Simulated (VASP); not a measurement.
# Ag (Fm-3m) in VASP: single point with PBE

Aim: the single point of Ag with PBE.

All numbers are computed with VASP 6.6.1; they aren't measurements. Logs are shortened: lines on timing, memory, paths and dates and some standing lists are left out, and cuts for length are marked.

## (1) The cell of the first run

It takes space group Fm-3m (No. 225, cubic). The conventional cell has a = 4.148 Å, b = 4.148 Å, c = 4.148 Å, α = 90.00°, β = 90.00°, γ = 90.00°. Ag (site symmetry m-3m) has 12 Ag at 2.93 Å within 3.9 Å.

## (2) Single point, PBE

Input file INCAR:

```
SYSTEM = Ag
PREC = Accurate ; ENCUT = 500
EDIFF = 1E-6 ; ISMEAR = 0
SIGMA = 0.1 ; LREAL = .FALSE.
LASPH = .TRUE. ; NELM = 120
ALGO = Normal ; ISIF = 2
LWAVE = .FALSE. ; LCHARG = .FALSE.
GGA = PE ; NBANDS = 12
GGA_COMPAT = .FALSE.
```

Input file KPOINTS:

```
regular mesh
0
G
  18 18 18
  0 0 0
```

Input file POSCAR:

```
Ag
1.0
    0.0000000000      2.0739533073      2.0739533073
    2.0739533073      0.0000000000      2.0739533073
    2.0739533073      2.0739533073      0.0000000000
Ag
1
Direct
    0.0000000000      0.0000000000      0.0000000000
```

Potentials or basis: VASP PAW PBE potentials, release 64 (Ag).

The run is started by

```
cat potpaw_PBE.64/Ag/POTCAR > POTCAR
mpirun -np 1 vasp_std > vasp.out
```

OUTCAR:

```text
SYSTEM = Ag
   PREC = Accurate
   ENCUT = 500
   EDIFF = 1E-6
   ISMEAR = 0
   LREAL = .FALSE.
   LASPH = .TRUE.
   NELM = 120
   ISIF = 2
   GGA = PE

 ion  position               nearest neighbor table
   1  0.000  0.000  0.000-

  LATTYP: Found a face centered cubic cell.
 ALAT       =     4.1479066146

  Lattice vectors:

 A1 = (   0.0000000000,   2.0739533073,   2.0739533073)
 A2 = (   2.0739533073,   0.0000000000,   2.0739533073)
 A3 = (   2.0739533073,   2.0739533073,   0.0000000000)

Analysis of symmetry for initial positions (statically):
=====================================================================
 Subroutine PRICEL returns:
 Original cell was already a primitive cell.

 Routine SETGRP: Setting up the symmetry group for a
 face centered cubic supercell.

 Subroutine GETGRP returns: Found 48 space group operations
 (whereof 48 operations were pure point group operations)
 out of a pool of 48 trial point group operations.

The static configuration has the point symmetry O_h .

Analysis of symmetry for dynamics (positions and initial velocities):
=====================================================================
 Subroutine PRICEL returns:
 Original cell was already a primitive cell.

 Routine SETGRP: Setting up the symmetry group for a
 face centered cubic supercell.

 Subroutine GETGRP returns: Found 48 space group operations
 (whereof 48 operations were pure point group operations)
 out of a pool of 48 trial point group operations.

The dynamic configuration has the point symmetry O_h .

 Subroutine INISYM returns: Found 48 space group operations
 (whereof 48 operations are pure point group operations),
 and found     1 'primitive' translations

----------------------------------------------------------------------------------------

                                     Primitive cell

  volume of cell :      17.8413

  direct lattice vectors                    reciprocal lattice vectors
     0.000000000  2.073953307  2.073953307    -0.241085466  0.241085466  0.241085466
     2.073953307  0.000000000  2.073953307     0.241085466 -0.241085466  0.241085466
     2.073953307  2.073953307  0.000000000     0.241085466  0.241085466 -0.241085466

  length of vectors
     2.933012895  2.933012895  2.933012895     0.417572276  0.417572276  0.417572276

  position of ions in fractional coordinates (direct lattice)
     0.000000000  0.000000000  0.000000000

  ion indices of the primitive-cell ions
   primitive index   ion index
                 1           1

----------------------------------------------------------------------------------------

 KPOINTS: regular mesh

Automatic generation of k-mesh.
 Grid dimensions read from file:
 generate k-points for:   18   18   18

 Generating k-lattice:

  Cartesian coordinates                     Fractional coordinates (reciprocal lattice)
    -0.013393637  0.013393637  0.013393637     0.055555556  0.000000000  0.000000000
     0.013393637 -0.013393637  0.013393637     0.000000000  0.055555556  0.000000000
     0.013393637  0.013393637 -0.013393637     0.000000000  0.000000000  0.055555556

  Length of vectors
     0.023198460  0.023198460  0.023198460

  Shift w.r.t. Gamma in fractional coordinates (k-lattice)
     0.000000000  0.000000000  0.000000000

 Subroutine IBZKPT returns following result:
 ===========================================

 Found    195 irreducible k-points:

 Following reciprocal coordinates:
            Coordinates               Weight
  0.000000  0.000000  0.000000      1.000000
  0.055556  0.000000  0.000000      8.000000
  0.111111  0.000000  0.000000      8.000000
  0.166667  0.000000  0.000000      8.000000
  0.222222  0.000000  0.000000      8.000000
  0.277778  0.000000  0.000000      8.000000
[... 16 lines left out ...]
 -0.277778  0.055556  0.000000     24.000000
 -0.222222  0.055556  0.000000     24.000000
 [... further k-points ...]
   k-points           NKPTS =    195   k-points in BZ     NKDIM =    195   number of bands    NBANDS=     12
   number of dos      NEDOS =    301   number of ions     NIONS =      1
   total plane-waves  NPLWV =  13824
   dimension x,y,z NGX =    24 NGY =   24 NGZ =   24
   dimension x,y,z NGXF=    48 NGYF=   48 NGZF=   48
   ions per type =               1
   NGX,Y,Z   is equivalent  to a cutoff of  13.60, 13.60, 13.60 a.u.
   NGXF,Y,Z  is equivalent  to a cutoff of  27.21, 27.21, 27.21 a.u.
 SYSTEM =  Ag
   PREC   = accura    normal or accurate (medium, high low for compatibility)
   ISTART =      0    job   : 0-new  1-cont  2-samecut
   ICHARG =      2    charge: 1-file 2-atom 10-const
   ISPIN  =      1    spin polarized calculation?
   LNONCOLLINEAR =      F non collinear calculations
   LSORBIT =      F    spin-orbit coupling
   LASPH  =      T    aspherical Exc in radial PAW
   ENCUT  =  500.0 eV  36.75 Ry    6.06 a.u.   5.35  5.35  5.35*2*pi/ulx,y,z
   NELM   =    120;   NELMIN=  2; NELMDL= -5     # of ELM steps
   EDIFF  = 0.1E-05   stopping-criterion for ELM
   LREAL  =      F    real-space projection
   EDIFFG = 0.1E-04   stopping-criterion for IOM
   NSW    =      0    number of steps for IOM
   IBRION =     -1    ionic relax: 0-MD 1-quasi-New 2-CG
   NFREE  =      0    steps in history (QN), initial steepest desc. (CG)
   ISIF   =      2    stress and relaxation
   ISYM   =      2    0-nonsym 1-usesym 2-fastsym
   POTIM  = 0.5000    time-step for ionic-motion
   TEBEG  =    0.0;   TEEND  =   0.0 temperature during run
   PSTRESS=    0.0 pullay stress
   NELECT =      11.0000    total number of electrons
   NUPDOWN=      -1.0000    fix difference up-down
   EMIN   =  10.00;   EMAX   =-10.00  energy-range for DOS
   EFERMI =   0.00;   METHOD = LEGACY
   ISMEAR =     0;   SIGMA  =   0.10  broadening in eV -4-tet -1-fermi 0-gaus
   EFERMI_NEDOS =   21; number of points for ismear=-14 and -15
   IALGO  =     38    algorithm
   IMIX   =      4    mixing-type and parameters
     AMIX     =   0.40;   BMIX     =  1.00
     AMIX_MAG =   1.60;   BMIX_MAG =  1.00
  volume/ion in A,a.u.               =      17.84       120.40
  Fermi-wavevector in a.u.,A,eV,Ry     =   1.393360  2.633069 26.415069  1.941453
  Thomas-Fermi vector in A             =   2.517014
   LORBIT       =      0    0 simple, 1 ext, 2 COOP (PROOUT), +10 PAW based schemes
   GGA     = PE    functional components
   LHFCALC =     F    Hartree Fock is set to
   AEXX    =    0.0000 exact exchange contribution
   IVDW    =     0    specifies the selected vdW correction
   LEPSILON=     F    determine dielectric tensor
   LRPA    =     F    only Hartree local field effects (RPA)
 non-spin polarized calculation
 Gauss-broadening in eV      SIGMA  =   0.10
  energy-cutoff  :      500.00
  volume of cell :       17.84
 maximum number of plane-waves:       467
 NGX is ok and might be reduce to    24
   NGX = 11   NGY = 11   NGZ = 11

 number of electron      11.0000000 magnetization

 Free energy of the ion-electron system (eV)
  ---------------------------------------------------
  ext. energy  EPLUGINS =         0.00000000
  ---------------------------------------------------
  free energy    TOTEN  =        -2.72084498 eV

  energy without entropy =       -2.71975771  energy(sigma->0) =       -2.72030135

 E-fermi :   7.7845     XC(G=0): -11.9411

 val. band max:        7.7540227524   @ k =   0.5000   0.1667   0.0556
 cond. band min:       7.8937170134   @ k =   0.5000   0.3333   0.1111
 fundamental gap:      0.1396942610
 Fermi energy:         7.7845428000

 k-point     1 :       0.0000    0.0000    0.0000
  band No.  band energies     occupation
      1       0.3752      2.00000
      2       3.1682      2.00000
      3       3.1682      2.00000
      4       3.1682      2.00000
      5       4.1219      2.00000
      6       4.1219      2.00000
      7      23.7349      0.00000
      8      27.0449      0.00000
      9      27.0449      0.00000
     10      27.0449      0.00000
     11      31.7442      0.00000
     12      32.6040      0.00000

 k-point     2 :       0.0556    0.0000    0.0000
  band No.  band energies     occupation
      1       0.4685      2.00000
      2       3.1478      2.00000
      3       3.1933      2.00000
      4       3.1933      2.00000
      5       4.1124      2.00000
      6       4.1124      2.00000
      7      23.7397      0.00000
      8      26.2036      0.00000
      9      27.0699      0.00000
     10      27.0699      0.00000
     11      31.7539      0.00000
     12      32.5176      0.00000

 k-point     3 :       0.1111    0.0000    0.0000
  band No.  band energies     occupation
      1       0.7382      2.00000
      2       3.1007      2.00000
      3       3.2585      2.00000
      4       3.2585      2.00000
      5       4.0939      2.00000
      6       4.0939      2.00000
      7      23.3796      0.00000
      8      24.8897      0.00000
      9      27.1234      0.00000
     10      27.1234      0.00000
     11      30.9339      0.00000
     12      32.1933      0.00000
[... 286 lines left out ...]
 k-point    23 :      -0.2778    0.0556    0.0000
  band No.  band energies     occupation
      1       1.8727      2.00000
      2       3.2919      2.00000
      3       3.3483      2.00000
      4       3.7941      2.00000
      5       4.2576      2.00000
      6       4.7436      2.00000
      7      16.9226      0.00000
      8      23.5024      0.00000
      9      25.4569      0.00000
     10      27.7053      0.00000
     11      29.6275      0.00000
     12      29.7822      0.00000

 k-point    24 :      -0.2222    0.0556    0.0000
  band No.  band energies     occupation
      1       1.7349      2.00000
      2       3.1934      2.00000
      3       3.3953      2.00000
      4       3.4225      2.00000
      5       4.0810      2.00000
      6       4.4235      2.00000
      7      19.0343      0.00000
      8      23.7901      0.00000
      9      26.0011      0.00000
     10      28.3980      0.00000
     11      29.1523      0.00000
     12      30.0567      0.00000

 [... further k-points ...]

------------------------ aborting loop because EDIFF is reached ----------------------------------------

  FORCE on cell =-STRESS in cart. coord.  units (eV):
  Direction    XX          YY          ZZ          XY          YZ          ZX
  --------------------------------------------------------------------------------------
  -------------------------------------------------------------------------------------
  Total       -0.0128581     -0.0128581     -0.0128581      0.0000000      0.0000000      0.0000000
  in kB       -1.1546728     -1.1546728     -1.1546728      0.0000000      0.0000000      0.0000000
  external PRESSURE =      -1.1546728 kB  Pullay stress =       0.0000000 kB

 VOLUME and BASIS-vectors are now :
 -----------------------------------------------------------------------------
  energy-cutoff  :      500.00
  volume of cell :       17.84
      direct lattice vectors                 reciprocal lattice vectors
     0.000000000  2.073953307  2.073953307    -0.241085466  0.241085466  0.241085466
     2.073953307  0.000000000  2.073953307     0.241085466 -0.241085466  0.241085466
     2.073953307  2.073953307  0.000000000     0.241085466  0.241085466 -0.241085466

 POSITION                                       TOTAL-FORCE (eV/Angst)
 -----------------------------------------------------------------------------------
      0.00000      0.00000      0.00000        -0.000000      0.000000      0.000000
 -----------------------------------------------------------------------------------
    total drift:                               -0.000000      0.000000     -0.000000

  FREE ENERGIE OF THE ION-ELECTRON SYSTEM (eV)
  ---------------------------------------------------
  free  energy   TOTEN  =        -2.7208449838 eV

  energy  without entropy=       -2.7197577072  energy(sigma->0) =       -2.72030135
```

It took 53 s on 1 thread of AMD EPYC 7R43 (Zen 3), shared host; peak memory 0.13 GiB.

What came out:

```
Free energy            : -2.7208 eV
Pressure               : -0.1 GPa
Band gap on the k mesh : zero (an odd number of electrons rules out a gap without spin polarisation)
```
